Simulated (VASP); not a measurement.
Here is a VASP 6.6.1 calculation.

Contents of INCAR:

```
SYSTEM = SiC
PREC     = Accurate       ! precision mode
ENCUT    = 520            ! plane-wave cutoff, eV
EDIFF    = 1E-6           ! SCF threshold, eV
ISMEAR   = 0              ! smearing method
SIGMA    = 0.02           ! smearing width, eV
LREAL    = .FALSE.        ! projectors in reciprocal space
LASPH    = .TRUE.         ! aspherical terms in the spheres
NELM     = 100            ! most SCF steps
ALGO     = Normal         ! electronic algorithm
ISIF     = 2              ! what is computed and relaxed
LWAVE    = .FALSE.        ! write WAVECAR
LCHARG   = .FALSE.        ! write CHGCAR
GGA      = CA             ! functional
NBANDS   = 36             ! bands
```

Contents of KPOINTS:

```
Automatic mesh
0
G
  12 12 2
  0 0 0
```

File POSCAR:

```
SiC
1.0
    1.5296257791     -2.6493892050      0.0000000000
    1.5296257791      2.6493892050      0.0000000000
    0.0000000000      0.0000000000     15.0108060406
Si C
6 6
Direct
    0.1666667075      0.8333332925      0.8577048069
    0.8333332925      0.1666667075      0.3577048069
    0.5000000569      0.4999999431      0.5244837541
    0.4999999431      0.5000000569      0.0244837541
    0.8333334429      0.1666665571      0.6912155531
    0.1666665571      0.8333334429      0.1912155531
    0.5000000806      0.4999999194      0.6498364058
    0.4999999194      0.5000000806      0.1498364058
    0.1666665725      0.8333334275      0.9826957334
    0.8333334275      0.1666665725      0.4826957334
    0.8333333423      0.1666666577      0.8162037465
    0.1666666577      0.8333333423      0.3162037465
```

Potentials or basis: VASP PAW LDA potentials, release 64 (Si, C).

Run with:

```sh
$ cat potpaw_LDA.64/Si/POTCAR potpaw_LDA.64/C/POTCAR > POTCAR
$ mpirun -np 1 vasp_std > vasp.out
```

Question: What does it give for the pressure?

Answer: 0.4 GPa.

Question: What does it give for the band gap on the k mesh?

Answer: 1.97 eV, indirect (least direct gap 3.07 eV).

A k mesh can miss the band edges.
